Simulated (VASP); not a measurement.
# Ge (Fd-3m) in VASP: notebook

Ge is run at these levels: PBE; tasks: vibrations by perturbation theory.

Everything below comes from runs of VASP 6.6.1. Logs are shortened: lines on timing, memory, paths and dates and some standing lists are left out, and cuts for length are marked.

## 1. The cell of the first run

Symmetry: Fd-3m, No. 227, cubic system. The conventional cell has a = 5.764 Å, b = 5.764 Å, c = 5.764 Å, α = 90.00°, β = 90.00°, γ = 90.00°. Within 3.3 Å of Ge (site symmetry -43m) lie 4 Ge at 2.50 Å.

## 2. Vibrations by perturbation theory, PBE

Contents of INCAR:

```
SYSTEM = Ge
PREC = Accurate ; ENCUT = 520
EDIFF = 1E-8 ; ISMEAR = -1
SIGMA = 0.15 ; LREAL = .False.
LASPH = .True. ; NELM = 100
ALGO = Normal ; ISIF = 2
LWAVE = .False. ; LCHARG = .True.
GGA = PE ; IBRION = 8
NSW = 1
```

Contents of KPOINTS:

```
Automatic mesh
0
Gamma
  14 14 14
  0 0 0
```

Contents of POSCAR:

```
Ge
1.0
    0.0000000000      2.8818279658      2.8818279658
    2.8818279658      0.0000000000      2.8818279658
    2.8818279658      2.8818279658      0.0000000000
Ge
2
Direct
    0.5000000000      0.5000000000      0.5000000000
    0.7500000000      0.7500000000      0.7500000000
```

Potentials or basis: VASP PAW PBE potentials, release 64 (Ge_d).

Run with:

```
$ cat potpaw_PBE.64/Ge_d/POTCAR > POTCAR
$ mpirun -np 1 vasp_std > vasp.out
```

OUTCAR:

```text
SYSTEM = Ge
   PREC = Accurate
   ENCUT = 520
   EDIFF = 1E-8
   ISMEAR = -1
   LREAL = .False.
   LASPH = .True.
   NELM = 100
   ISIF = 2
   GGA = PE
   IBRION = 8
   NSW = 1

 ion  position               nearest neighbor table
   1  0.500  0.500  0.500-   2 2.50   2 2.50   2 2.50   2 2.50
   2  0.750  0.750  0.750-   1 2.50   1 2.50   1 2.50   1 2.50

  LATTYP: Found a face centered cubic cell.
 ALAT       =     5.7636559316

  Lattice vectors:

 A1 = (   0.0000000000,   2.8818279658,   2.8818279658)
 A2 = (   2.8818279658,   0.0000000000,   2.8818279658)
 A3 = (   2.8818279658,   2.8818279658,   0.0000000000)

Analysis of symmetry for initial positions (statically):
=====================================================================
 Subroutine PRICEL returns:
 Original cell was already a primitive cell.

 Routine SETGRP: Setting up the symmetry group for a
 face centered cubic supercell.

 Subroutine GETGRP returns: Found 48 space group operations
 (whereof 24 operations were pure point group operations)
 out of a pool of 48 trial point group operations.

The static configuration has the point symmetry T_d .
 The point group associated with its full space group is O_h .

Analysis of symmetry for dynamics (positions and initial velocities):
=====================================================================
 Subroutine PRICEL returns:
 Original cell was already a primitive cell.

 Routine SETGRP: Setting up the symmetry group for a
 face centered cubic supercell.

 Subroutine GETGRP returns: Found 48 space group operations
 (whereof 24 operations were pure point group operations)
 out of a pool of 48 trial point group operations.

The dynamic configuration has the point symmetry T_d .
 The point group associated with its full space group is O_h .

 Subroutine INISYM returns: Found 48 space group operations
 (whereof 24 operations are pure point group operations),
 and found     1 'primitive' translations

----------------------------------------------------------------------------------------

                                     Primitive cell

  volume of cell :      47.8668

  direct lattice vectors                    reciprocal lattice vectors
     0.000000000  2.881827966  2.881827966    -0.173500988  0.173500988  0.173500988
     2.881827966  0.000000000  2.881827966     0.173500988 -0.173500988  0.173500988
     2.881827966  2.881827966  0.000000000     0.173500988  0.173500988 -0.173500988

  length of vectors
     4.075520194  4.075520194  4.075520194     0.300512527  0.300512527  0.300512527

  position of ions in fractional coordinates (direct lattice)
     0.500000000  0.500000000  0.500000000
     0.750000000  0.750000000  0.750000000

  ion indices of the primitive-cell ions
   primitive index   ion index
                 1           1
                 2           2

----------------------------------------------------------------------------------------

 KPOINTS: Automatic mesh

Automatic generation of k-mesh.
 Grid dimensions read from file:
 generate k-points for:   14   14   14

 Generating k-lattice:

  Cartesian coordinates                     Fractional coordinates (reciprocal lattice)
    -0.012392928  0.012392928  0.012392928     0.071428571  0.000000000  0.000000000
     0.012392928 -0.012392928  0.012392928     0.000000000  0.071428571  0.000000000
     0.012392928  0.012392928 -0.012392928     0.000000000  0.000000000  0.071428571

  Length of vectors
     0.021465180  0.021465180  0.021465180

  Shift w.r.t. Gamma in fractional coordinates (k-lattice)
     0.000000000  0.000000000  0.000000000

 Subroutine IBZKPT returns following result:
 ===========================================

 Found    104 irreducible k-points:

 Following reciprocal coordinates:
            Coordinates               Weight
  0.000000  0.000000  0.000000      1.000000
  0.071429  0.000000  0.000000      8.000000
  0.142857  0.000000  0.000000      8.000000
  0.214286  0.000000  0.000000      8.000000
  0.285714  0.000000  0.000000      8.000000
  0.357143  0.000000  0.000000      8.000000
[... 16 lines left out ...]
  0.214286  0.142857  0.000000     24.000000
  0.285714  0.142857  0.000000     24.000000
 [... further k-points ...]
   k-points           NKPTS =    104   k-points in BZ     NKDIM =    104   number of bands    NBANDS=     18
   number of dos      NEDOS =    301   number of ions     NIONS =      2
   total plane-waves  NPLWV =  27000
   dimension x,y,z NGX =    30 NGY =   30 NGZ =   30
   dimension x,y,z NGXF=    60 NGYF=   60 NGZF=   60
   ions per type =               2
   NGX,Y,Z   is equivalent  to a cutoff of  12.24, 12.24, 12.24 a.u.
   NGXF,Y,Z  is equivalent  to a cutoff of  24.47, 24.47, 24.47 a.u.
 SYSTEM =  Ge
   PREC   = accura    normal or accurate (medium, high low for compatibility)
   ISTART =      0    job   : 0-new  1-cont  2-samecut
   ICHARG =      2    charge: 1-file 2-atom 10-const
   ISPIN  =      1    spin polarized calculation?
   LNONCOLLINEAR =      F non collinear calculations
   LSORBIT =      F    spin-orbit coupling
   LASPH  =      T    aspherical Exc in radial PAW
   ENCUT  =  520.0 eV  38.22 Ry    6.18 a.u.   7.58  7.58  7.58*2*pi/ulx,y,z
   NELM   =    100;   NELMIN=  2; NELMDL= -5     # of ELM steps
   EDIFF  = 0.1E-07   stopping-criterion for ELM
   LREAL  =      F    real-space projection
   EDIFFG = 0.1E-06   stopping-criterion for IOM
   NSW    =      1    number of steps for IOM
   IBRION =      8    ionic relax: 0-MD 1-quasi-New 2-CG
   NFREE  =      0    steps in history (QN), initial steepest desc. (CG)
   ISIF   =      2    stress and relaxation
   ISYM   =      2    0-nonsym 1-usesym 2-fastsym
   POTIM  = 0.5000    time-step for ionic-motion
   TEBEG  =    0.0;   TEEND  =   0.0 temperature during run
   PSTRESS=    0.0 pullay stress
   NELECT =      28.0000    total number of electrons
   NUPDOWN=      -1.0000    fix difference up-down
   EMIN   =  10.00;   EMAX   =-10.00  energy-range for DOS
   EFERMI =   0.00;   METHOD = LEGACY
   ISMEAR =    -1;   SIGMA  =   0.15  broadening in eV -4-tet -1-fermi 0-gaus
   EFERMI_NEDOS =   21; number of points for ismear=-14 and -15
   IALGO  =     38    algorithm
   IMIX   =      4    mixing-type and parameters
     AMIX     =   0.40;   BMIX     =  1.00
     AMIX_MAG =   1.60;   BMIX_MAG =  1.00
  volume/ion in A,a.u.               =      23.93       161.51
  Fermi-wavevector in a.u.,A,eV,Ry     =   1.369145  2.587309 25.504912  1.874558
  Thomas-Fermi vector in A             =   2.495046
   LORBIT       =      0    0 simple, 1 ext, 2 COOP (PROOUT), +10 PAW based schemes
   GGA     = PE    functional components
   LHFCALC =     F    Hartree Fock is set to
   AEXX    =    0.0000 exact exchange contribution
   IVDW    =     0    specifies the selected vdW correction
   LEPSILON=     F    determine dielectric tensor
   LRPA    =     F    only Hartree local field effects (RPA)
 non-spin polarized calculation
  energy-cutoff  :      520.00
  volume of cell :       47.87
 maximum number of plane-waves:      1308
   NGX = 15   NGY = 15   NGZ = 15

--------------------------------------- Ionic step        1  -------------------------------------------

 number of electron      27.9999978 magnetization

 Free energy of the ion-electron system (eV)
  ---------------------------------------------------
  ext. energy  EPLUGINS =         0.00000000
  ---------------------------------------------------
  free energy    TOTEN  =        -9.04008115 eV

  energy without entropy =       -9.03173113  energy(sigma->0) =       -9.03590614

 E-fermi :   4.5196     XC(G=0):  -9.6654

 val. band max:        4.4846794299   @ k =   0.5000   0.0000   0.0000
 cond. band min:       4.5260865102   @ k =   0.4286   0.0000   0.0000
 fundamental gap:      0.0414070803
 Fermi energy:         4.5195549857

 k-point     1 :       0.0000    0.0000    0.0000
  band No.  band energies     occupation
      1     -20.2808      2.00000
      2     -20.2808      2.00000
      3     -20.2808      2.00000
      4     -20.2487      2.00000
      5     -20.2487      2.00000
      6     -20.0663      2.00000
[... 10 lines left out ...]
     17       6.9929      0.00000
     18       6.9929      0.00000
[... 466 lines left out ...]
      2     -20.2953      2.00000
      3     -20.2754      2.00000
      4     -20.2244      2.00000
      5     -20.2043      2.00000
      6     -20.1222      2.00000
[... 10 lines left out ...]
     17       9.2152      0.00000
     18       9.3200      0.00000

 [... further k-points ...]
[... 5 lines left out ...]
  --------------------------------------------------------------------------------------
  -------------------------------------------------------------------------------------
  Total       -0.0131945     -0.0131945     -0.0131945     -0.0000000      0.0000000     -0.0000000
  in kB       -0.4416399     -0.4416399     -0.4416399     -0.0000000      0.0000000     -0.0000000
  external PRESSURE =      -0.4416399 kB  Pullay stress =       0.0000000 kB

 VOLUME and BASIS-vectors are now :
 -----------------------------------------------------------------------------
  energy-cutoff  :      520.00
  volume of cell :       47.87
      direct lattice vectors                 reciprocal lattice vectors
     0.000000000  2.881827966  2.881827966    -0.173500988  0.173500988  0.173500988
     2.881827966  0.000000000  2.881827966     0.173500988 -0.173500988  0.173500988
     2.881827966  2.881827966  0.000000000     0.173500988  0.173500988 -0.173500988

 POSITION                                       TOTAL-FORCE (eV/Angst)
 -----------------------------------------------------------------------------------
      2.88183      2.88183      2.88183        -0.000000     -0.000000     -0.000000
      4.32274      4.32274      4.32274         0.000000      0.000000      0.000000
 -----------------------------------------------------------------------------------
    total drift:                                0.000000     -0.000000     -0.000000

  FREE ENERGIE OF THE ION-ELECTRON SYSTEM (eV)
  ---------------------------------------------------
  free  energy   TOTEN  =        -9.0400811505 eV

  energy  without entropy=       -9.0317311281  energy(sigma->0) =       -9.03590614

[... ionic steps 2 to 3 ...]

--------------------------------------- Ionic step        4  -------------------------------------------

 Free energy of the ion-electron system (eV)
  ---------------------------------------------------
  ---------------------------------------------------
  free energy    TOTEN  =        -0.19368772 eV

  energy without entropy =       -0.19368772

------------------------ aborting loop because EDIFF is reached ----------------------------------------

 INTERNAL STRAIN TENSOR  FOR ION    1  DIRECTION 1   (eV/Angst):
 -----------------------------------------------------------------------------
    -0.00544  0.00000  0.00000
     0.00000  0.00355  7.09916
     0.00000  7.09916  0.00355

 INTERNAL STRAIN TENSOR FOR ION    2 for displacements in x,y,z  (eV/Angst):
          X           Y           Z          XY          YZ          ZX
  --------------------------------------------------------------------------------
  x     0.00000     0.00000     0.00000     0.00000    -7.09916     0.00000
  y     0.00000    -0.00000     0.00000     0.00000     0.00000    -7.09916
  z     0.00000     0.00000     0.00000    -7.09916     0.00000     0.00000

 SECOND DERIVATIVES (NOT SYMMETRIZED)
 ------------------------------------
               1X          1Y          1Z          2X          2Y          2Z
  1X    -9.841248    0.000000    0.000000    9.841248    0.000000    0.000000
  1Y     0.000000   -9.841248    0.000000    0.000000    9.841248    0.000000
  1Z     0.000000    0.000000   -9.841248    0.000000    0.000000    9.841248
  2X     9.841248    0.000000    0.000000   -9.841248    0.000000    0.000000
  2Y     0.000000    9.841248    0.000000    0.000000   -9.841248    0.000000
  2Z     0.000000    0.000000    9.841248    0.000000    0.000000   -9.841248

 Eigenvectors and eigenvalues of the dynamical matrix
 ----------------------------------------------------

   1 f  =    8.139404 THz    51.141383 2PiTHz  271.501288 cm-1    33.661854 meV
             X         Y         Z           dx          dy          dz
      2.881828  2.881828  2.881828     0.000000   -0.707107    0.000000
      4.322742  4.322742  4.322742     0.000000    0.707107    0.000000

   2 f  =    8.139404 THz    51.141383 2PiTHz  271.501288 cm-1    33.661854 meV
             X         Y         Z           dx          dy          dz
      2.881828  2.881828  2.881828    -0.707107    0.000000    0.000000
      4.322742  4.322742  4.322742     0.707107    0.000000    0.000000
[... 11 lines left out ...]
   5 f  =    0.000000 THz     0.000000 2PiTHz    0.000000 cm-1     0.000000 meV
             X         Y         Z           dx          dy          dz
      2.881828  2.881828  2.881828     0.000000    0.707107    0.000000
      4.322742  4.322742  4.322742     0.000000    0.707107    0.000000

   6 f  =    0.000000 THz     0.000000 2PiTHz    0.000000 cm-1     0.000000 meV
             X         Y         Z           dx          dy          dz
      2.881828  2.881828  2.881828     0.000000    0.000000    0.707107
      4.322742  4.322742  4.322742     0.000000    0.000000    0.707107

--------------------------------------------------------------------------------------------------------

 ELASTIC MODULI CONTR FROM IONIC RELAXATION (kBar)
 Direction    XX          YY          ZZ          XY          YZ          ZX
 --------------------------------------------------------------------------------
 XX          -0.0000      0.0000      0.0000      0.0000      0.0000      0.0000
 YY           0.0000     -0.0000      0.0000      0.0000      0.0000     -0.0000
 ZZ           0.0000      0.0000     -0.0000      0.0000      0.0000      0.0000
 XY           0.0000      0.0000      0.0000   -171.4114      0.0000      0.0000
 YZ           0.0000      0.0000      0.0000      0.0000   -171.4114      0.0000
 ZX           0.0000     -0.0000      0.0000      0.0000      0.0000   -171.4114
 --------------------------------------------------------------------------------
```

Wall time 3.8 min (1 thread of Intel Xeon 6975P-C (Granite Rapids), shared host); peak memory 0.74 GiB.

What came out:

| Property | Result |
| --- | --- |
| Highest phonon frequency at Γ | 272 cm⁻¹ |

Phonon frequencies in cm⁻¹ (negative: imaginary):
```
              q point        frequencies
(0.000, 0.000, 0.000)  0 0 0 272 272 272
```

[end of part 1 of 2]
